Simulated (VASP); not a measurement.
Input of a VASP 6.6.1 run:

File INCAR:

```
SYSTEM = InAs
ALGO = Normal ; EDIFF = 1E-6
ENCUT = 520 ; GGA = PE
ISIF = 2 ; ISMEAR = -1
LASPH = .True. ; LCHARG = .False.
LREAL = .False. ; LWAVE = .False.
NBANDS = 16 ; NELM = 60
PREC = Accurate ; SIGMA = 0.02
```

File KPOINTS:

```
k-points
0
Gamma
  8 8 8
  0 0 0
```

The input POSCAR:

```
InAs
1.0
    0.0000000000      3.0851363778      3.0851363778
    3.0851363778      0.0000000000      3.0851363778
    3.0851363778      3.0851363778      0.0000000000
In As
1 1
Direct
    0.0000000000      0.0000000000      0.0000000000
    0.2500000000      0.2500000000      0.2500000000
```

Potentials or basis: VASP PAW PBE potentials, release 64 (In_d, As).

The run is started by

```console
$ cat potpaw_PBE.64/In_d/POTCAR potpaw_PBE.64/As/POTCAR > POTCAR
$ mpirun -np 1 vasp_std > vasp.out
```

(1) Estimate the band gap on the k mesh.

(2) What does it give for the pressure?

Results:

(1) zero (filled and empty bands touch).

(2) 0.4 GPa.

Caveat: the cell differs from its parent crystal (strain +1.0%); spin-orbit coupling is left out, which moves the levels of the heavy elements.
